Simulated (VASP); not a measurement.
A run of VASP 6.6.1:

File INCAR:

```
SYSTEM = WSe2
  ALGO = Normal
  EDIFF = 1E-6
  ENCUT = 520
  GGA = PE
  ISIF = 2
  ISMEAR = 0
  IVDW = 12
  LASPH = .True.
  LCHARG = .False.
  LREAL = .False.
  LWAVE = .False.
  NBANDS = 20
  NELM = 60
  PREC = Accurate
  SIGMA = 0.05
```

KPOINTS

```
k-points
0
Gamma
  9 9 4
  0 0 0
```

The input POSCAR:

```
WSe2
1.0
    3.5686838620      0.0000000000      0.0000000000
   -1.7843419310      2.5226339353      0.0000000000
    0.0000000000      0.0000000000      7.1688500340
W Se
1 2
Direct
    0.0000000000      0.0000000000      0.0000000000
    0.3333333333      0.6666666667      0.2405528385
    0.3333333333      0.6666666667      0.7594471615
```

Potentials or basis: VASP PAW PBE potentials, release 64 (W_sv, Se).

Run with:

```console
$ cat potpaw_PBE.64/W_sv/POTCAR potpaw_PBE.64/Se/POTCAR > POTCAR
$ mpirun -np 1 vasp_std > vasp.out
```

Hardware: 1 thread of AMD EPYC 9R45 96-Core Processor (Zen 5), with other jobs on the host.

Q: Estimate the wall time of this run.

A: It took 37 s on 1 thread of AMD EPYC 9R45 96-Core Processor (Zen 5), with other jobs on the host, peak memory 0.22 GiB. Counts: scf iterations 14, k points 75.
